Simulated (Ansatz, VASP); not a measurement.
## Ba2B5 in VASP and in Ansatz

```xyz
7
Lattice="4.0835 0.0000 0.0000 -2.0417 3.5364 0.0000 0.0000 0.0000 7.9138" Properties=species:S:1:pos:R:3 pbc="T T T"
Ba    0.0000    0.0000    5.7256
Ba    0.0000    0.0000    2.1882
B     2.0417    0.0000    3.9569
B    -1.0209    1.7682    3.9569
B     1.0209    1.7682    3.9569
B     0.0000    0.0000    0.0000
B     0.0000    0.0000    3.9569
```

Alike in both runs: task relaxation of cell and atoms; functional PBE; k mesh 6 × 6 × 2; occupations gaussian, width 0.1 eV; no spin polarisation.

|  | VASP | Ansatz |
| --- | --- | --- |
| version | VASP 6.6.1 | Ansatz 0.2.0 |
| potentials or method | VASP PAW PBE potentials, release 64 (Ba_sv, B), cutoff 600 eV | scalar-relativistic, plane waves, PAW |
| valence electrons in the cell | 35 | 35 |

Ansatz gave:

- gap on the k mesh at the Fermi level, each at its own relaxed structure (eV): none
- relaxed volume (Å³/atom): 18.08
- relaxed cell length with the largest relative difference (Å): 11.279

Question: Which values does VASP return?

Answer: gap on the k mesh at the Fermi level, each at its own relaxed structure (eV): none; relaxed volume (Å³/atom): 18.29; relaxed cell length with the largest relative difference (Å): 11.374.

A gap of «none» marks a metal or a gap that the smearing closes.

The k mesh is coarse, so the values compare programs but aren't converged. Neither program's run includes spin-orbit coupling.
